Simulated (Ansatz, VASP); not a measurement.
# BaZrO3: VASP beside Ansatz

```
Ba Zr O
1.0
    -2.94860    2.94860    4.19011
     2.94860   -2.94860    4.19011
     2.94860    2.94860   -4.19011
Ba Zr O
2 2 6
Direct
  0.75000 0.25000 0.50000
  0.25000 0.75000 0.50000
  0.00000 0.00000 0.00000
  0.50000 0.50000 0.00000
  0.75000 0.75000 0.00000
  0.25000 0.25000 0.00000
  0.22608 0.72608 0.95216
  0.77392 0.27392 0.04784
  0.72608 0.77392 0.50000
  0.27392 0.22608 0.50000
```

Alike in both runs: functional PBEsol; k mesh 6 × 6 × 6; occupations gaussian, width 0.02 eV; no spin polarisation.

Ansatz relaxed the structure, and its values are those at the end. VASP's run is a single point on that final structure, the one shown.

```csv
,VASP,Ansatz
version,VASP 6.6.1,Ansatz 0.2.0
potentials or method,"VASP PAW PBE potentials, release 64 (Ba_sv, Zr_sv, O_h), cutoff 910 eV","scalar-relativistic, plane waves, PAW"
valence electrons in the cell,80,80
```

Ansatz gave:

```
gap on the k mesh at the Fermi level (eV) : 3.26
least direct gap on the mesh (eV)         : 3.27
rms of the force components (eV/Å)        : 0.000
```

**Question.** What did VASP give for the same quantities?

**Answer.** gap on the k mesh at the Fermi level (eV): 3.23; least direct gap on the mesh (eV): 3.23; rms of the force components (eV/Å): 0.012.

VASP's potentials were made for PBE, not for PBEsol.

Spin-orbit coupling is off throughout. Noted on VASP's run: the cutoff is short for stress, so the pressure is rough.
